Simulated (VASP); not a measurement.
# Si4Hg (P4/mmm) in VASP: further runs, part 2 of 2

VASP 6.6.1. The steps go on from the part before.

### Step 4. Relaxation of cell and atoms, PBE

This run uses another cell than the first one, of 19.28 Å³/atom.

INCAR reads:

```
ALGO = Normal ; EDIFF = 1E-7
EDIFFG = -0.04 ; ENCUT = 500
GGA = PE ; GGA_COMPAT = F
IBRION = 2 ; ISIF = 3
ISMEAR = 0 ; LASPH = T
LCHARG = F ; LREAL = F
LWAVE = F ; NELM = 120
NELMIN = 4 ; NSW = 90
PREC = Accurate ; SIGMA = 0.1
```

KPOINTS reads:

```
k-points
0
Gamma
  4 4 4
```

POSCAR reads:

```
Si4Hg
1.0
    4.5732958300      0.0000000000      0.0000000000
    0.0000000000      4.5732958300      0.0000000000
    0.0000000000      0.0000000000      4.6080840000
Si Hg
4 1
Direct
    0.0000000000      0.5000000000      0.5000000000
    0.5000000000      0.0000000000      0.5000000000
    0.5000000000      0.5000000000      0.7783747200
    0.5000000000      0.5000000000      0.2216252800
    0.0000000000      0.0000000000      0.0000000000
```

On the command line:

```sh
cat potpaw_PBE.64/Si/POTCAR potpaw_PBE.64/Hg/POTCAR > POTCAR
mpirun -np 1 vasp_std > vasp.out
```

Run time: 5 min. Hardware: 1 thread of AMD EPYC 9R45 (Zen 5), shared host; peak memory 0.2 GiB.

It converged, with:

```
Free energy                           : -19.5708 eV
Relaxed volume                        : 17.88 Å³/atom
Relaxed cell                          : a = 3.870 Å, b = 3.870 Å, c = 5.971 Å, α = 90.00°, β = 90.00°, γ = 90.00°
Space group after relaxing (to 0.1 Å) : P4/mmm (No. 123)
Energy gained by relaxing             : 341.5 meV/atom
Ionic steps                           : 26
Pressure after relaxing               : -0.1 GPa
Largest force after relaxing          : 0.005 eV/Å
Band gap on the k mesh                : zero (bands 14 and 15 overlap by 3.14 eV)
```

Forces on the atoms (eV/Å):
```
Si   0.000  0.000  0.000
Si   0.000  0.000  0.000
Si   0.000  0.000 -0.005
Si   0.000  0.000  0.005
Hg   0.000  0.000  0.000
```

The path:
```
step  energy change (eV)  largest force (eV/Å)  pressure (GPa)  volume (Å³)
   1              0.0000                4.8066            2.33        96.38
   2             -0.3946                1.9700            1.38        99.92
   3             -0.6836                0.3067           -0.33        98.28
   4             -0.6839                0.2570           -0.34        98.25
   5             -0.6840                0.2069           -0.34        98.21
   6             -0.7034                0.2492           -0.39        97.68
   7             -0.7747                0.6693           -0.66        96.04
   8             -1.0292                1.0981            0.59        92.49
   9             -1.6152                0.0574            3.98        84.45
  10             -1.6057                0.0445            4.55        83.67
  11             -1.6131                0.0206            4.19        84.14
  12             -1.6222                0.0595            3.84        84.29
  13             -1.6258                0.2178            3.77        84.48
  14             -1.6376                0.2141            3.29        84.99
  15             -1.6641                0.2076            1.97        86.53
  16             -1.6791                0.1742           -0.51        89.67
  17             -1.6801                0.1827           -0.01        89.03
  18             -1.6835                0.1481           -0.07        89.14
  19             -1.6916                0.0588           -0.22        89.45
  20             -1.7027                0.0890           -0.46        90.07
  21             -1.7028                0.1507           -0.63        90.34
  22             -1.7032                0.1235           -0.55        90.21
  23             -1.7064                0.0987           -0.14        89.63
  24             -1.7066                0.0891           -0.01        89.45
  25             -1.7072                0.0442           -0.03        89.44
  26             -1.7074                0.0046           -0.05        89.42
```

Final structure:
```cif
data_structure
_symmetry_space_group_name_H-M 'P 1'
_symmetry_Int_Tables_number 1
_cell_length_a 3.8698
_cell_length_b 3.8698
_cell_length_c 5.9714
_cell_angle_alpha 90.000
_cell_angle_beta 90.000
_cell_angle_gamma 90.000
_cell_volume 89.42
loop_
_atom_site_label
_atom_site_type_symbol
_atom_site_fract_x
_atom_site_fract_y
_atom_site_fract_z
_atom_site_occupancy
Si1 Si 0.00000 0.50000 0.50000 1
Si2 Si 0.50000 0.00000 0.50000 1
Si3 Si 0.50000 0.50000 0.78644 1
Si4 Si 0.50000 0.50000 0.21356 1
Hg1 Hg 0.00000 0.00000 0.00000 1
```

Levels at points of the mesh, in eV from the Fermi level:
```
           k point  band 12  band 13  band 14  band 15  band 16  band 17
(0.00, 0.00, 0.00)    -1.81     1.02     1.02     1.12     1.19     1.22
(0.50, 0.00, 0.00)    -2.34    -0.87    -0.11     1.21     1.26     2.89
(0.50, 0.50, 0.00)    -2.62    -2.62    -2.00    -2.00    -1.87     0.74
(0.00, 0.00, 0.50)    -3.20    -1.16    -1.16    -0.61    -0.55     1.18
(0.50, 0.00, 0.50)    -1.70    -0.15     0.16     0.19     0.51     0.68
(0.50, 0.50, 0.50)    -4.83    -3.55    -1.18    -0.31     1.71     1.71
```

Caveat: a cell axis changed by over 15 % at a fixed basis, so the end point is rough; spin-orbit coupling is left out, which moves the levels of the heavy elements.

### Step 5. Single point, PBE

This run uses another cell than the first one, of 18.09 Å³/atom.

INCAR reads:

```
SYSTEM = Si4Hg
PREC = Accurate
ENCUT = 500
EDIFF = 1E-6
ISMEAR = 0
SIGMA = 0.1
LREAL = .FALSE.
LASPH = .TRUE.
NELM = 120
ALGO = Normal
ISIF = 2
LWAVE = .FALSE.
LCHARG = .FALSE.
GGA = PE
NBANDS = 22
GGA_COMPAT = .FALSE.
```

KPOINTS reads:

```
regular mesh
0
G
  10 10 6
  0 0 0
```

POSCAR reads:

```
Si4Hg
1.0
    3.5603676566      0.0000000000      0.0000000000
    0.0000000000      3.5603676566      0.0000000000
    0.0000000000      0.0000000000      7.1353813683
Si Hg
4 1
Direct
    0.0000000000      0.5000000000      0.5000000000
    0.5000000000      0.0000000000      0.5000000000
    0.5000000000      0.5000000000      0.7688230633
    0.5000000000      0.5000000000      0.2311769367
    0.0000000000      0.0000000000      0.0000000000
```

On the command line:

```sh
cat potpaw_PBE.64/Si/POTCAR potpaw_PBE.64/Hg/POTCAR > POTCAR
mpirun -np 1 vasp_std > vasp.out
```

Run time: 74 s. Hardware: 1 thread of AMD EPYC 9R45 (Zen 5), shared host; peak memory 0.26 GiB.

It converged, with:

```
Free energy            : -19.4667 eV
Pressure               : 0.1 GPa
Largest force          : 0.025 eV/Å
Band gap on the k mesh : zero (bands 14 and 15 overlap by 3.29 eV)
```

Forces on the atoms (eV/Å):
```
Si   0.000  0.000  0.000
Si   0.000  0.000  0.000
Si   0.000  0.000 -0.025
Si   0.000  0.000  0.025
Hg   0.000  0.000  0.000
```

Levels at points of the mesh, in eV from the Fermi level:
```csv
k point,band 11,band 12,band 13,band 14,band 15,band 16,band 17,band 18
"(0.00, 0.00, 0.00)",-1.51,-1.41,-1.32,1.50,1.50,1.90,2.18,2.32
"(0.50, 0.00, 0.00)",-4.61,-1.19,0.57,0.68,0.98,1.85,2.12,2.43
"(0.50, 0.50, 0.00)",-2.92,-2.92,-2.70,-1.87,-1.79,-1.79,0.82,1.55
"(0.00, 0.00, 0.50)",-2.95,-1.44,0.01,0.49,0.49,2.15,2.25,4.37
"(0.50, 0.00, 0.50)",-2.88,-1.67,-1.42,-1.22,0.62,1.36,2.14,2.93
"(0.50, 0.50, 0.50)",-4.11,-4.11,-2.33,-2.31,-0.27,0.85,0.85,1.54
```

Caveat: spin-orbit coupling is left out, which moves the levels of the heavy elements.

### Step 6. Relaxation of cell and atoms, PBE

INCAR reads:

```
ALGO = Normal ; EDIFF = 1E-7
EDIFFG = -0.01 ; ENCUT = 500
GGA = PE ; GGA_COMPAT = False
IBRION = 2 ; ISIF = 3
ISMEAR = 0 ; LASPH = True
LCHARG = False ; LREAL = False
LWAVE = False ; NELM = 120
NELMIN = 4 ; NSW = 100
PREC = Accurate ; SIGMA = 0.1
```

KPOINTS reads:

```
k-points
0
Gamma
  10 10 6
```

POSCAR reads:

```
Si4Hg
1.0
    3.8594602966      0.0000000000      0.0000000000
    0.0000000000      3.8594602966      0.0000000000
    0.0000000000      0.0000000000      5.9820192873
Si Hg
4 1
Direct
    0.0000000000      0.5000000000      0.5000000000
    0.5000000000      0.0000000000      0.5000000000
    0.5000000000      0.5000000000      0.7866469604
    0.5000000000      0.5000000000      0.2133530396
    0.0000000000      0.0000000000      0.0000000000
```

Potentials or basis: VASP PAW PBE potentials, release 64 (Si, Hg).

On the command line:

```sh
cat potpaw_PBE.64/Si/POTCAR potpaw_PBE.64/Hg/POTCAR > POTCAR
mpirun -np 1 vasp_std > vasp.out
```

It took 18 min on 1 thread of AMD EPYC 9R45 (Zen 5), shared host; peak memory 0.26 GiB.

The run converged. Its results:

- Free energy: -19.4658 eV
- Relaxed volume: 18.13 Å³/atom
- Relaxed cell: a = 3.561 Å, b = 3.561 Å, c = 7.147 Å, α = 90.00°, β = 90.00°, γ = 90.00°
- Space group after relaxing (to 0.1 Å): P4/mmm (No. 123)
- Energy gained by relaxing: 30.1 meV/atom
- Ionic steps: 29
- Pressure after relaxing: 0.0 GPa
- Band gap on the k mesh: zero (bands 14 and 15 overlap by 3.25 eV)

Forces on the atoms (eV/Å):
```
Si   0.000  0.000  0.000
Si   0.000  0.000  0.000
Si   0.000  0.000 -0.003
Si   0.000  0.000  0.003
Hg   0.000  0.000  0.000
```

Step by step:
```csv
step,energy change (eV),largest force (eV/Å),pressure (GPa),volume (Å³)
1,0.0000,0.2313,0.81,89.10
2,-0.0120,0.1097,-0.26,90.26
3,-0.0138,0.0316,-0.87,91.02
4,-0.0240,0.0364,-0.52,90.33
5,-0.0279,0.0919,-0.26,89.79
6,-0.0266,0.1746,0.32,88.69
7,-0.0278,0.1566,0.11,89.14
8,-0.0284,0.1290,-0.07,89.47
9,-0.0303,0.0613,0.13,89.26
10,-0.0309,0.0030,0.32,89.08
11,-0.0318,0.0094,-0.15,89.71
12,-0.0318,0.0088,-0.12,89.66
13,-0.0323,0.0121,-0.12,89.64
14,-0.0341,0.0374,-0.13,89.57
15,-0.0496,0.0267,-0.07,89.38
16,-0.0813,0.2162,0.50,88.86
17,-0.0666,0.4632,2.59,87.25
18,-0.0945,0.2672,0.81,88.56
19,-0.1116,0.3671,1.52,87.96
20,-0.1118,0.3579,1.44,88.02
21,-0.1195,0.3362,0.94,88.59
22,-0.1308,0.2737,-0.47,90.33
23,-0.1310,0.2652,-0.66,90.59
24,-0.1363,0.2130,-0.50,90.50
25,-0.1460,0.0510,0.00,90.24
26,-0.1372,0.2629,1.28,89.70
27,-0.1474,0.0377,0.30,90.09
28,-0.1502,0.0132,0.11,90.43
29,-0.1507,0.0029,0.00,90.64
```

Final structure:
```
Si Hg
1.0
     3.56127    0.00000    0.00000
     0.00000    3.56127    0.00000
     0.00000    0.00000    7.14658
Si Hg
4 1
Direct
  0.00000 0.50000 0.50000
  0.50000 0.00000 0.50000
  0.50000 0.50000 0.76798
  0.50000 0.50000 0.23202
  0.00000 0.00000 0.00000
```

Levels at points of the mesh, in eV from the Fermi level:
| k point | band 10 | band 11 | band 12 | band 13 | band 14 | band 15 | band 16 | band 17 | band 18 |
| --- | --- | --- | --- | --- | --- | --- | --- | --- | --- |
| (0.00, 0.00, 0.00) | -3.07 | -1.52 | -1.43 | -1.33 | 1.49 | 1.49 | 1.87 | 2.34 | 2.34 |
| (0.50, 0.00, 0.00) | -4.78 | -4.59 | -1.20 | 0.56 | 0.66 | 0.97 | 1.84 | 2.11 | 2.44 |
| (0.50, 0.50, 0.00) | -5.40 | -2.93 | -2.93 | -2.69 | -1.86 | -1.76 | -1.76 | 0.82 | 1.53 |
| (0.00, 0.00, 0.50) | -2.96 | -2.96 | -1.46 | 0.00 | 0.50 | 0.50 | 2.15 | 2.24 | 4.36 |
| (0.50, 0.00, 0.50) | -3.22 | -2.88 | -1.68 | -1.42 | -1.23 | 0.61 | 1.34 | 2.13 | 2.92 |
| (0.50, 0.50, 0.50) | -5.35 | -4.10 | -4.10 | -2.31 | -2.31 | -0.25 | 0.87 | 0.87 | 1.54 |

Caveat: a cell axis changed by over 15 % at a fixed basis, so the end point is rough; spin-orbit coupling is left out, which moves the levels of the heavy elements.

### Step 7. The runs side by side

| task | cell | k mesh | gap on the mesh (eV) | pressure (GPa) | relaxed volume (Å³/atom) | largest force (eV/Å) |
| --- | --- | --- | --- | --- | --- | --- |
| single point | a = 3.859, b = 3.859, c = 5.982 Å, 5 atoms, atomic positions A | 4 × 4 × 4 | none | 0.2 | - | 0.02 |
| single point | a = 4.573, b = 4.573, c = 4.608 Å, 5 atoms, atomic positions B | 4 × 4 × 4 | none | 2.3 | - | 4.81 |
| relaxation of cell and atoms | relaxed from a = 4.573, b = 4.573, c = 4.608 Å, 5 atoms, atomic positions B | 4 × 4 × 4 | none | -0.1 | 17.88 | - |
| single point | a = 3.560, b = 3.560, c = 7.135 Å, 5 atoms, atomic positions C | 10 × 10 × 6 | none | 0.1 | - | 0.03 |
| relaxation of cell and atoms | relaxed from a = 3.859, b = 3.859, c = 5.982 Å, 5 atoms, atomic positions A | 10 × 10 × 6 | none | 0.0 | 18.13 | - |

Alike in all rows: level PBE; potentials or basis VASP PAW PBE potentials, release 64 (Si, Hg); no spin polarisation; cutoff (eV) 500; smearing gaussian 0.1 eV.

Caveats: some runs use coarse meshes; spin-orbit coupling is left out, which moves the levels of the heavy elements; a cell axis changed by over 15 % at a fixed basis, so the end point is rough (at least some runs); forces of over 1 eV/Å act on the atoms, so gaps and moduli don't describe the material at rest (at least some runs).

Total energies depend on the potentials used, so only differences within one code and one set of settings carry meaning.
